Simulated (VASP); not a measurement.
Input of a VASP 6.6.1 run:

The input INCAR:

```
  PREC = Accurate
  ENCUT = 600
  EDIFF = 1E-7
  ISMEAR = 0
  SIGMA = 0.1
  LREAL = F
  LASPH = T
  NELM = 100
  ALGO = Normal
  ISIF = 3
  LWAVE = F
  LCHARG = F
  GGA = PS
  IBRION = 2
  NSW = 100
  EDIFFG = -0.005
```

The input KPOINTS:

```
Automatic mesh
0
Gamma
  12 12 8
```

The input POSCAR:

```
KLi
1.0
    3.8991218173      0.0000000000      0.0000000000
   -1.9495609086      3.3767385462      0.0000000000
    0.0000000000      0.0000000000      6.4106411714
K Li
1 1
Direct
    0.3333333333      0.6666666667      0.5000000000
    0.0000000000      0.0000000000      0.0000000000
```

Potentials or basis: VASP PAW PBE potentials, release 64 (K_sv, Li_sv).

Run with:

```bash
$ cat potpaw_PBE.64/K_sv/POTCAR potpaw_PBE.64/Li_sv/POTCAR > POTCAR
$ mpirun -np 1 vasp_std > vasp.out
```

Problem. What does it give for the space group after relaxing (to 0.05 Å)?

Solution. P-6m2 (No. 187).

Problem. Predict the relaxed cell.

Solution. a = 4.038 Å, b = 4.038 Å, c = 6.196 Å, α = 90.00°, β = 90.00°, γ = 120.00°.

Final structure:
```
K Li
1.0
     4.03793    0.00000    0.00000
    -2.01897    3.49695    0.00000
     0.00000    0.00000    6.19573
K Li
1 1
Direct
  0.33333 0.66667 0.50000
  0.00000 0.00000 0.00000
```
